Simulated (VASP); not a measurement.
# H4RuCl (P-43m) in VASP: a series of runs, part 2 of 2

VASP 6.6.1.

## 3. Single point, PBE, collinear spin, ferromagnetic start

This run uses another cell than the first one, of 12.66 Å³/atom, 1.227 times its volume.

The input, INCAR:

```
SYSTEM = H4RuCl
PREC = Accurate
ENCUT = 520
EDIFF = 1E-6
ISMEAR = 0
SIGMA = 0.1
LREAL = .FALSE.
LASPH = .TRUE.
NELM = 150
ALGO = Normal
ISIF = 2
LWAVE = .FALSE.
LCHARG = .TRUE.
ISPIN = 2
MAGMOM = 0 0 0 0 1 0
LORBIT = 11
LMAXMIX = 4
GGA = PE
LELF = .TRUE.
LVHAR = .TRUE.
NBANDS = 26
```

The input, KPOINTS:

```
regular mesh
0
G
  4 4 4
  0 0 0
```

The input, POSCAR:

```
H4RuCl
1.0
    4.2347182780      0.0000000000      0.0000000000
    0.0000000000      4.2347182780      0.0000000000
    0.0000000000      0.0000000000      4.2347182780
H Ru Cl
4 1 1
Direct
    0.2167749751      0.2167749751      0.2167749751
    0.2167749751      0.7832250249      0.7832250249
    0.7832250249      0.7832250249      0.2167749751
    0.7832250249      0.2167749751      0.7832250249
    0.0000000000      0.0000000000      0.0000000000
    0.5000000000      0.5000000000      0.5000000000
```

Potentials or basis: VASP PAW PBE potentials, release 64 (H, Ru_pv, Cl).

On the command line:

```bash
> cat potpaw_PBE.64/H/POTCAR potpaw_PBE.64/Ru_pv/POTCAR potpaw_PBE.64/Cl/POTCAR > POTCAR
> mpirun -np 1 vasp_std > vasp.out
```

OUTCAR:

```text
SYSTEM = H4RuCl
   PREC = Accurate
   ENCUT = 520
   EDIFF = 1E-6
   ISMEAR = 0
   LREAL = .FALSE.
   LASPH = .TRUE.
   NELM = 150
   ISIF = 2
   ISPIN = 2
   LORBIT = 11
   GGA = PE

 ion  position               nearest neighbor table
   1  0.217  0.217  0.217-   5 1.59
   2  0.217  0.783  0.783-   5 1.59
   3  0.783  0.783  0.217-   5 1.59
   4  0.783  0.217  0.783-   5 1.59
   5  0.000  0.000  0.000-   1 1.59   2 1.59   3 1.59   4 1.59
   6  0.500  0.500  0.500-

  LATTYP: Found a simple cubic cell.
 ALAT       =     4.2347182780

  Lattice vectors:

 A1 = (   4.2347182780,   0.0000000000,   0.0000000000)
 A2 = (   0.0000000000,   4.2347182780,   0.0000000000)
 A3 = (   0.0000000000,   0.0000000000,   4.2347182780)

Analysis of symmetry for initial positions (statically):
=====================================================================
 Subroutine PRICEL returns:
 Original cell was already a primitive cell.

 Routine SETGRP: Setting up the symmetry group for a
 simple cubic supercell.

 Subroutine GETGRP returns: Found 24 space group operations
 (whereof 24 operations were pure point group operations)
 out of a pool of 48 trial point group operations.

The static configuration has the point symmetry T_d .

Analysis of symmetry for dynamics (positions and initial velocities):
=====================================================================
 Subroutine PRICEL returns:
 Original cell was already a primitive cell.

 Routine SETGRP: Setting up the symmetry group for a
 simple cubic supercell.

 Subroutine GETGRP returns: Found 24 space group operations
 (whereof 24 operations were pure point group operations)
 out of a pool of 48 trial point group operations.

The dynamic configuration has the point symmetry T_d .

Analysis of structural, dynamic, and magnetic symmetry:
=====================================================================
 Subroutine PRICEL returns:
 Original cell was already a primitive cell.

 Routine SETGRP: Setting up the symmetry group for a
 simple cubic supercell.

 Subroutine GETGRP returns: Found 24 space group operations
 (whereof 24 operations were pure point group operations)
 out of a pool of 48 trial point group operations.

The overall configuration has the point symmetry T_d .

 Subroutine INISYM returns: Found 24 space group operations
 (whereof 24 operations are pure point group operations),
 and found     1 'primitive' translations

----------------------------------------------------------------------------------------

                                     Primitive cell

  volume of cell :      75.9405

  direct lattice vectors                    reciprocal lattice vectors
     4.234718278  0.000000000  0.000000000     0.236143218  0.000000000  0.000000000
     0.000000000  4.234718278  0.000000000     0.000000000  0.236143218  0.000000000
     0.000000000  0.000000000  4.234718278     0.000000000  0.000000000  0.236143218

  length of vectors
[... 74 lines left out ...]
   NELM   =    150;   NELMIN=  2; NELMDL= -5     # of ELM steps
   EDIFF  = 0.1E-05   stopping-criterion for ELM
   LREAL  =      F    real-space projection
   EDIFFG = 0.1E-04   stopping-criterion for IOM
   NSW    =      0    number of steps for IOM
   IBRION =     -1    ionic relax: 0-MD 1-quasi-New 2-CG
   NFREE  =      0    steps in history (QN), initial steepest desc. (CG)
   ISIF   =      2    stress and relaxation
   ISYM   =      2    0-nonsym 1-usesym 2-fastsym
   POTIM  = 0.5000    time-step for ionic-motion
   TEBEG  =    0.0;   TEEND  =   0.0 temperature during run
   PSTRESS=    0.0 pullay stress
   NELECT =      25.0000    total number of electrons
   NUPDOWN=      -1.0000    fix difference up-down
   EMIN   =  10.00;   EMAX   =-10.00  energy-range for DOS
   EFERMI =   0.00;   METHOD = LEGACY
   ISMEAR =     0;   SIGMA  =   0.10  broadening in eV -4-tet -1-fermi 0-gaus
   EFERMI_NEDOS =   21; number of points for ismear=-14 and -15
   IALGO  =     38    algorithm
   IMIX   =      4    mixing-type and parameters
     AMIX     =   0.40;   BMIX     =  1.00
     AMIX_MAG =   1.60;   BMIX_MAG =  1.00
  volume/ion in A,a.u.               =      12.66        85.41
  Fermi-wavevector in a.u.,A,eV,Ry     =   1.130395  2.136137 17.385434  1.277793
  Thomas-Fermi vector in A             =   2.267092
   LORBIT       =     11    0 simple, 1 ext, 2 COOP (PROOUT), +10 PAW based schemes
   GGA     = PE    functional components
   LHFCALC =     F    Hartree Fock is set to
   AEXX    =    0.0000 exact exchange contribution
   IVDW    =     0    specifies the selected vdW correction
   LEPSILON=     F    determine dielectric tensor
   LRPA    =     F    only Hartree local field effects (RPA)
 spin polarized calculation
 Gauss-broadening in eV      SIGMA  =   0.10
  energy-cutoff  :      520.00
  volume of cell :       75.94
 maximum number of plane-waves:      2064
 NGX is ok and might be reduce to    32
   NGX = 15   NGY = 15   NGZ = 15

 number of electron      24.9999984 magnetization       0.9924863

 Free energy of the ion-electron system (eV)
  ---------------------------------------------------
  ext. energy  EPLUGINS =         0.00000000
  ---------------------------------------------------
  free energy    TOTEN  =       -20.92581515 eV

  energy without entropy =      -20.90511636  energy(sigma->0) =      -20.91546575

 E-fermi :   0.6737     XC(G=0):  -8.6158

 val. band max:        0.6725689534   @ k =   0.2500   0.2500   0.0000
 cond. band min:       0.7985620598   @ k =   0.5000   0.5000   0.0000
 fundamental gap:      0.1259931064
 Fermi energy:         0.6736850816

 spin component 1

 k-point     1 :       0.0000    0.0000    0.0000
  band No.  band energies     occupation
      1     -41.5173      1.00000
      2     -41.5173      1.00000
      3     -41.5173      1.00000
      4     -13.3612      1.00000
      5      -3.4886      1.00000
      6      -3.1846      1.00000
[... 259 lines left out ...]
     23      15.3553      0.00000
     24      15.3553      0.00000
 Fermi energy:         0.6736850816

 spin component 2

 k-point     1 :       0.0000    0.0000    0.0000
  band No.  band energies     occupation
      1     -40.7926      1.00000
      2     -40.7926      1.00000
      3     -40.7926      1.00000
      4     -13.3736      1.00000
      5      -3.3936      1.00000
      6      -3.1005      1.00000
[... 259 lines left out ...]
     23      15.4525      0.00000
     24      15.4525      0.00000
 [bands above 24 left out]

------------------------ aborting loop because EDIFF is reached ----------------------------------------

  FORCE on cell =-STRESS in cart. coord.  units (eV):
  Direction    XX          YY          ZZ          XY          YZ          ZX
  --------------------------------------------------------------------------------------
  -------------------------------------------------------------------------------------
  Total        0.1030635      0.1030635      0.1030635     -0.0000000     -0.0000000     -0.0000000
  in kB        2.1744124      2.1744124      2.1744124     -0.0000000     -0.0000000     -0.0000000
  external PRESSURE =       2.1744124 kB  Pullay stress =       0.0000000 kB

 VOLUME and BASIS-vectors are now :
 -----------------------------------------------------------------------------
  energy-cutoff  :      520.00
  volume of cell :       75.94
      direct lattice vectors                 reciprocal lattice vectors
     4.234718278  0.000000000  0.000000000     0.236143218  0.000000000  0.000000000
     0.000000000  4.234718278  0.000000000     0.000000000  0.236143218  0.000000000
     0.000000000  0.000000000  4.234718278     0.000000000  0.000000000  0.236143218

 POSITION                                       TOTAL-FORCE (eV/Angst)
 -----------------------------------------------------------------------------------
      0.91798      0.91798      0.91798         0.049894      0.049894      0.049894
      0.91798      3.31674      3.31674         0.049894     -0.049894     -0.049894
      3.31674      3.31674      0.91798        -0.049894     -0.049894      0.049894
      3.31674      0.91798      3.31674        -0.049894      0.049894     -0.049894
      0.00000      0.00000      0.00000        -0.000000      0.000000      0.000000
      2.11736      2.11736      2.11736        -0.000000      0.000000      0.000000
 -----------------------------------------------------------------------------------
    total drift:                                0.000000      0.000000     -0.000000

  FREE ENERGIE OF THE ION-ELECTRON SYSTEM (eV)
  ---------------------------------------------------
  free  energy   TOTEN  =       -20.9258151475 eV

  energy  without entropy=      -20.9051163623  energy(sigma->0) =      -20.91546575

 total charge

# of ion       s       p       d       tot
------------------------------------------
    1        0.512   0.026   0.000   0.538
    2        0.512   0.026   0.000   0.538
    3        0.512   0.026   0.000   0.538
    4        0.512   0.026   0.000   0.538
    5        0.506   6.118   6.137  12.760
    6        1.618   3.426   0.000   5.044
--------------------------------------------------
tot          4.173   9.648   6.137  19.957

 magnetization (x)

# of ion       s       p       d       tot
------------------------------------------
    1       -0.012   0.001   0.000  -0.011
    2       -0.012   0.001   0.000  -0.011
    3       -0.012   0.001   0.000  -0.011
    4       -0.012   0.001   0.000  -0.011
    5        0.014  -0.004   0.974   0.984
    6       -0.001  -0.007   0.000  -0.008
--------------------------------------------------
tot         -0.036  -0.005   0.974   0.934
```

Run time: 38 s. Hardware: 1 thread of Intel Xeon 6975P-C (Granite Rapids), shared host; peak memory 0.21 GiB.

Results:

```
Free energy                                           : -20.9258 eV
Pressure                                              : 0.2 GPa
Largest force                                         : 0.086 eV/Å
Band gap on the k mesh                                : zero (filled and empty bands overlap)
Net moment                                            : 0.99 μB per cell
Site moments                                          : H -0.01; Ru +0.98; Cl -0.01 μB
Valence electrons inside the program's atomic spheres : H 0.54; Ru 12.76; Cl 5.04
```

Forces in eV/Å, atoms in the order of the input:
```
H    0.050  0.050  0.050
H    0.050 -0.050 -0.050
H   -0.050 -0.050  0.050
H   -0.050  0.050 -0.050
Ru   0.000  0.000  0.000
Cl   0.000  0.000  0.000
```

Caveat: the k points lie up to 0.37 Å⁻¹ apart.

## 4. Relaxation of cell and atoms, PBE, collinear spin, ferromagnetic start

The input, INCAR:

```
PREC     = Accurate       # precision mode
ENCUT    = 600            # plane-wave cutoff, eV
EDIFF    = 1E-7           # SCF threshold, eV
ISMEAR   = 0              # smearing method
SIGMA    = 0.1            # smearing width, eV
LREAL    = F              # projectors in reciprocal space
LASPH    = T              # aspherical terms in the spheres
NELM     = 150            # most SCF steps
ALGO     = Normal         # electronic algorithm
ISIF     = 3              # what is computed and relaxed
LWAVE    = F              # write WAVECAR
LCHARG   = F              # write CHGCAR
ISPIN    = 2              # spin polarisation
MAGMOM   = 0 0 0 0 1 0    # initial moments
LORBIT   = 11             # projections on sites
LMAXMIX  = 4              # l up to which the mixer works
GGA      = PE             # functional
IBRION   = 2              # ionic algorithm
NSW      = 90             # ionic steps
EDIFFG   = -0.04          # ionic threshold
```

The input, KPOINTS:

```
Automatic mesh
0
Gamma
  4 4 4
```

The input, POSCAR:

```
H4RuCl
1.0
    3.9555800000      0.0000000000      0.0000000000
    0.0000000000      3.9555800000      0.0000000000
    0.0000000000      0.0000000000      3.9555800000
H Ru Cl
4 1 1
Direct
    0.1480000000      0.1480000000      0.1480000000
    0.1480000000      0.8520000000      0.8520000000
    0.8520000000      0.8520000000      0.1480000000
    0.8520000000      0.1480000000      0.8520000000
    0.0000000000      0.0000000000      0.0000000000
    0.5000000000      0.5000000000      0.5000000000
```

Potentials or basis: VASP PAW PBE potentials, release 64 (H, Ru_pv, Cl).

On the command line:

```bash
> cat potpaw_PBE.64/H/POTCAR potpaw_PBE.64/Ru_pv/POTCAR potpaw_PBE.64/Cl/POTCAR > POTCAR
> mpirun -np 1 vasp_std > vasp.out
```

OUTCAR:

```text
PREC = Accurate
   ENCUT = 600
   EDIFF = 1E-7
   ISMEAR = 0
   LREAL = F
   LASPH = T
   NELM = 150
   ISIF = 3
   ISPIN = 2
   LORBIT = 11
   GGA = PE
   IBRION = 2
   NSW = 90
   EDIFFG = -0.04

 ion  position               nearest neighbor table
   1  0.148  0.148  0.148-   5 1.01
   2  0.148  0.852  0.852-   5 1.01
   3  0.852  0.852  0.148-   5 1.01
   4  0.852  0.148  0.852-   5 1.01
   5  0.000  0.000  0.000-   1 1.01   2 1.01   3 1.01   4 1.01
   6  0.500  0.500  0.500-

 -----------------------------------------------------------------------------
|                                                                             |
|           W    W    AA    RRRRR   N    N  II  N    N   GGGG   !!!           |
|           W    W   A  A   R    R  NN   N  II  NN   N  G    G  !!!           |
|           W    W  A    A  R    R  N N  N  II  N N  N  G       !!!           |
|           W WW W  AAAAAA  RRRRR   N  N N  II  N  N N  G  GGG   !            |
|           WW  WW  A    A  R   R   N   NN  II  N   NN  G    G                |
|           W    W  A    A  R    R  N    N  II  N    N   GGGG   !!!           |
|                                                                             |
|     The distance between some ions is very small. Please check the          |
|     nearest-neighbor list in the OUTCAR file.                               |
|     I HOPE YOU KNOW WHAT YOU ARE DOING!                                     |
|                                                                             |
[... 814 lines left out ...]
--------------------------------------- Ionic step       13  -------------------------------------------

 number of electron      24.9999981 magnetization       0.9910153

 Free energy of the ion-electron system (eV)
  ---------------------------------------------------
  ext. energy  EPLUGINS =         0.00000000
  ---------------------------------------------------
  free energy    TOTEN  =       -20.91857729 eV

  energy without entropy =      -20.89797715  energy(sigma->0) =      -20.90827722

 E-fermi :   0.8185     XC(G=0):  -8.6876

 val. band max:        0.8163572992   @ k =   0.2500   0.2500   0.0000
 cond. band min:       0.9578431007   @ k =   0.5000   0.5000   0.0000
 fundamental gap:      0.1414858015
 Fermi energy:         0.8185378647

 spin component 1

 k-point     1 :       0.0000    0.0000    0.0000
  band No.  band energies     occupation
      1     -41.3614      1.00000
      2     -41.3614      1.00000
      3     -41.3614      1.00000
      4     -13.3434      1.00000
      5      -3.3608      1.00000
      6      -3.1030      1.00000
[... 425 lines left out ...]
  FREE ENERGIE OF THE ION-ELECTRON SYSTEM (eV)
  ---------------------------------------------------
  free  energy   TOTEN  =       -20.9185772868 eV

  energy  without entropy=      -20.8979771520  energy(sigma->0) =      -20.90827722

 reached required accuracy - stopping structural energy minimisation

 total charge

# of ion       s       p       d       tot
------------------------------------------
    1        0.511   0.026   0.000   0.537
    2        0.511   0.026   0.000   0.537
    3        0.511   0.026   0.000   0.537
    4        0.511   0.026   0.000   0.537
    5        0.503   6.117   6.135  12.755
    6        1.620   3.426   0.000   5.045
--------------------------------------------------
tot          4.165   9.647   6.135  19.947

 magnetization (x)

# of ion       s       p       d       tot
------------------------------------------
    1       -0.012   0.001   0.000  -0.010
    2       -0.012   0.001   0.000  -0.010
    3       -0.012   0.001   0.000  -0.010
    4       -0.012   0.001   0.000  -0.010
    5        0.014  -0.004   0.973   0.983
    6       -0.002  -0.007   0.000  -0.008
--------------------------------------------------
tot         -0.035  -0.005   0.973   0.933
```

OSZICAR:

```text
N       E                     dE             d eps       ncg     rms          rms(c)
DAV:   1     0.207448691825E+03    0.20745E+03   -0.15604E+04   768   0.151E+03
DAV:   2     0.973532214024E+01   -0.19771E+03   -0.19530E+03   904   0.360E+02
[... 238 lines left out ...]
DAV:   4    -0.209185427117E+02   -0.97692E-04   -0.16148E-03   684   0.308E-01    0.277E-01
DAV:   5    -0.209185801367E+02   -0.37425E-04   -0.23447E-04   746   0.119E-01    0.717E-02
DAV:   6    -0.209185763559E+02    0.37808E-05   -0.86610E-05   734   0.632E-02    0.182E-02
DAV:   7    -0.209185773396E+02   -0.98363E-06   -0.99122E-06   718   0.204E-02    0.916E-03
DAV:   8    -0.209185773418E+02   -0.22378E-08   -0.29741E-06   715   0.112E-02    0.385E-03
DAV:   9    -0.209185772868E+02    0.55007E-07   -0.68372E-07   705   0.651E-03
  13 F= -.20918577E+02 E0= -.20908277E+02  d E =-.261883E-01  mag=     0.9910
```

CONTCAR:

```text
H4RuCl
   1.00000000000000
     4.2137240455651677   -0.0000000000000000   -0.0000000000000000
    -0.0000000000000000    4.2137240455651677   -0.0000000000000000
     0.0000000000000000   -0.0000000000000000    4.2137240455651677
  H               Ru              Cl
     4     1     1
Direct
     0.2184707118466246    0.2184707118466246    0.2184707118466246
     0.2184707118466246    0.7815292881533754    0.7815292881533754
     0.7815292881533754    0.7815292881533753    0.2184707118466247
     0.7815292881533753    0.2184707118466247    0.7815292881533753
     0.0000000000000000    0.0000000000000000    0.0000000000000000
     0.5000000000000000    0.5000000000000000    0.5000000000000000

  0.00000000E+00  0.00000000E+00  0.00000000E+00
  0.00000000E+00  0.00000000E+00  0.00000000E+00
  0.00000000E+00  0.00000000E+00  0.00000000E+00
  0.00000000E+00  0.00000000E+00  0.00000000E+00
  0.00000000E+00  0.00000000E+00  0.00000000E+00
  0.00000000E+00  0.00000000E+00  0.00000000E+00
```

It took 6.7 min on 1 thread of Intel Xeon 6975P-C (Granite Rapids), shared host; peak memory 0.22 GiB.

What came out:

- Free energy: -20.9186 eV
- Relaxed volume: 12.47 Å³/atom
- Relaxed cell: a = 4.214 Å, b = 4.214 Å, c = 4.214 Å, α = 90.00°, β = 90.00°, γ = 90.00°
- Space group after relaxing (to 0.05 Å): P-43m (No. 215)
- Energy gained by relaxing: 4740.5 meV/atom
- Ionic steps: 13
- Pressure after relaxing: 0.3 GPa
- Band gap on the k mesh: zero (filled and empty bands overlap)
- Net moment: 0.99 μB per cell
- Site moments: H -0.01; Ru +0.98; Cl -0.01 μB
- Valence electrons inside the program's atomic spheres: H 0.54; Ru 12.76; Cl 5.04

Step by step:
```csv
step,energy change (eV),largest force (eV/Å),pressure (GPa),volume (Å³)
1,0.0000,41.4204,143.89,61.89
2,134.6977,203.2403,129.37,187.48
3,-24.3817,2.9912,-6.98,82.20
4,-24.7928,2.9341,-7.18,80.74
5,-27.3542,2.1911,-4.71,70.90
6,-28.1275,1.1399,0.76,66.29
7,-28.2379,0.2758,5.34,64.07
8,-28.2383,0.3467,4.96,64.22
9,-28.2383,0.3253,5.08,64.17
10,-28.3204,0.3423,3.12,66.74
11,-28.4142,0.4000,-0.55,73.29
12,-28.4170,0.4149,-1.08,74.50
13,-28.4431,0.0019,0.30,74.82
```

Final structure:
```xyz
6
Lattice="4.2137 0.0000 0.0000 0.0000 4.2137 0.0000 0.0000 0.0000 4.2137" Properties=species:S:1:pos:R:3 pbc="T T T"
H     0.9206    0.9206    0.9206
H     0.9206    3.2931    3.2931
H     3.2931    3.2931    0.9206
H     3.2931    0.9206    3.2931
Ru    0.0000    0.0000    0.0000
Cl    2.1069    2.1069    2.1069
```

Caveat: the k points lie up to 0.37 Å⁻¹ apart in the final cell; the volume moved by over 15 % at a fixed basis, so the end points are rough.

## 5. Summary

```csv
task,cell,cutoff (eV),gap on the mesh (eV),pressure (GPa),moment (μB),largest force (eV/Å)
single point,"a = 3.956 Å, 6 atoms",520,none,143.7,0.81,41.45
single point,"a = 4.235 Å, 6 atoms",520,none,0.2,0.99,0.09
relaxation of cell and atoms,"relaxed from a = 3.956 Å, 6 atoms",600,none,0.3,0.99,-
```

Alike in all rows: level PBE; potentials or basis VASP PAW PBE potentials, release 64 (H, Ru_pv, Cl); spin collinear, ferromagnetic start; k mesh 4 × 4 × 4; smearing gaussian 0.1 eV.

Caveats: all runs use coarse meshes; forces of over 1 eV/Å act on the atoms, so gaps and moduli don't describe the material at rest (some runs); the volume moved by over 15 % at a fixed basis, so the end points are rough (some runs).

Total energies depend on the potentials used, so only differences within one code and one set of settings carry meaning.
